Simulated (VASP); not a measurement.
## Rb: single point with LDA

Crystal: Rb.

```xyz
1
Lattice="-2.6860 2.6860 2.6860 2.6860 -2.6860 2.6860 2.6860 2.6860 -2.6860" Properties=species:S:1:pos:R:3 pbc="T T T"
Rb    0.0000    0.0000    0.0000
```

```
Program                : VASP 6.6.1
Task                   : single point
Functional             : LDA
Potentials or basis    : VASP PAW LDA potentials, release 64 (Rb_sv)
Cutoff                 : 520 eV
k mesh                 : 14 × 14 × 14
Occupations            : fermi-dirac, width 0.1 eV
Spin                   : no spin polarisation
Dipole correction      : no
Further INCAR settings : ALGO = Normal; EDIFF = 1e-06; NBANDS = 10
```

The pressure is 0.0 GPa.

Levels at points of the mesh, in eV from the Fermi level:
| k point | band 2 | band 3 | band 4 | band 5 | band 6 | band 7 |
| --- | --- | --- | --- | --- | --- | --- |
| (0.00, 0.00, 0.00) | -12.79 | -12.79 | -12.79 | -2.20 | 3.72 | 3.72 |
| (0.50, 0.00, 0.00) | -12.96 | -12.85 | -12.79 | 0.16 | 0.98 | 2.55 |
| (0.50, 0.50, 0.50) | -12.91 | -12.91 | -12.91 | 1.15 | 1.15 | 3.69 |

It took 70 s on 1 thread of AMD EPYC 7R43 64-Core Processor (Zen 3), on a shared host, peak memory 0.18 GiB.
